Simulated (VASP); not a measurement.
Write the native input for VASP 6.6.1 that does the following.

```
Task                   : single point
Functional             : PBEsol
Potentials or basis    : VASP PAW PBE potentials, release 64 (Fe)
Cutoff                 : 520 eV
k mesh                 : 13 × 13 × 13
Occupations            : fermi-dirac, width 0.05 eV
Spin                   : collinear spin, ferromagnetic start
Starting moments       : [3.0] μB
Dipole correction      : no
Further INCAR settings : ALGO = Fast; EDIFF = 1e-06; NBANDS = 14
```

The structure of Fe lies in POSCAR:

```
Fe
1.0
    0.0000000000      1.9430932061      1.9431461317
    1.3739978217      0.0000000000      1.9431461317
    1.3739978217      1.9430932061      0.0000000000
Fe
1
Direct
    0.0000000000      0.0000000000      0.0000000000
```

One way to write it, as run:

INCAR

```
SYSTEM = Fe
  PREC = Accurate
  ENCUT = 520
  EDIFF = 1E-6
  ISMEAR = -1
  SIGMA = 0.05
  LREAL = .False.
  LASPH = .True.
  NELM = 150
  ALGO = Fast
  ISIF = 2
  LWAVE = .False.
  LCHARG = .False.
  ISPIN = 2
  MAGMOM = 3
  LORBIT = 11
  LMAXMIX = 4
  GGA = PS
  NBANDS = 14
```

KPOINTS

```
regular mesh
0
Gamma
  13 13 13
  0 0 0
```

Potentials or basis: VASP PAW PBE potentials, release 64 (Fe).

Launch:

```sh
$ cat potpaw_PBE.64/Fe/POTCAR > POTCAR
$ mpirun -np 1 vasp_std > vasp.out
```

It gave:

* Pressure: 9.7 GPa
* Band gap on the k mesh: zero (filled and empty bands overlap)
* Net moment: 2.01 μB per cell
* Site moments: Fe +1.99 μB
* Valence electrons inside the program's atomic spheres: Fe 7.48

Caveat: the PAW data sets were made with another functional, which shifts forces and pressure a little.

Wall time 87 s on 1 thread of Intel(R) Xeon(R) Platinum 8259CL CPU @ 2.50GHz (Skylake/Cascade Lake), with other jobs on the host, peak memory 0.2 GiB.
